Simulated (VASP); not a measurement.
Set up this calculation in VASP 6.6.1, as the native input.

```yaml
Task: relaxation of the atoms
Functional: PBE
Potentials_or_basis: VASP PAW PBE potentials, release 64 (Hg, Te)
Cutoff: 520 eV
k_mesh: 14 × 14 × 14
Occupations: fermi-dirac, width 0.05 eV
Spin: no spin polarisation
Dipole_correction: no
Further_INCAR_settings: ALGO = Normal; EDIFF = 1e-07; IBRION = 2; EDIFFG = -0.02; NSW = 80
```

The structure of HgTe lies in POSCAR:

```
HgTe
1.0
    0.0000000000      2.8820154301      2.8820154301
    2.8820154301      0.0000000000      2.8820154301
    2.8820154301      2.8820154301      0.0000000000
Hg Te
1 1
Direct
    0.0000000000      0.0000000000      0.0000000000
    0.5000000000      0.5000000000      0.5000000000
```

This cell differs from its parent crystal: volume scaled by 0.96.

The input as run:

INCAR

```
PREC = Accurate
ENCUT = 520
EDIFF = 1E-7
ISMEAR = -1
SIGMA = 0.05
LREAL = F
LASPH = T
NELM = 80
ALGO = Normal
ISIF = 2
LWAVE = F
LCHARG = F
GGA = PE
IBRION = 2
NSW = 80
EDIFFG = -0.02
```

KPOINTS

```
regular mesh
0
Gamma
  14 14 14
```

Potentials or basis: VASP PAW PBE potentials, release 64 (Hg, Te).

Run with:

```sh
$ cat potpaw_PBE.64/Hg/POTCAR potpaw_PBE.64/Te/POTCAR > POTCAR
$ mpirun -np 1 vasp_std > vasp.out
```

Results of the run:

```
Pressure after relaxing : 15.1 GPa
Band gap on the k mesh  : zero (band 9 reaches 6.97 eV, above the bottom of band 10 at 3.50 eV)
```

Caveat: the relaxation stopped at its first step, so nothing moved; spin-orbit coupling is left out, which moves the levels of the heavy elements.

Wall time 36 s on 1 thread of Intel(R) Xeon(R) Platinum 8488C (Sapphire Rapids), with other jobs on the host, peak memory 0.22 GiB.
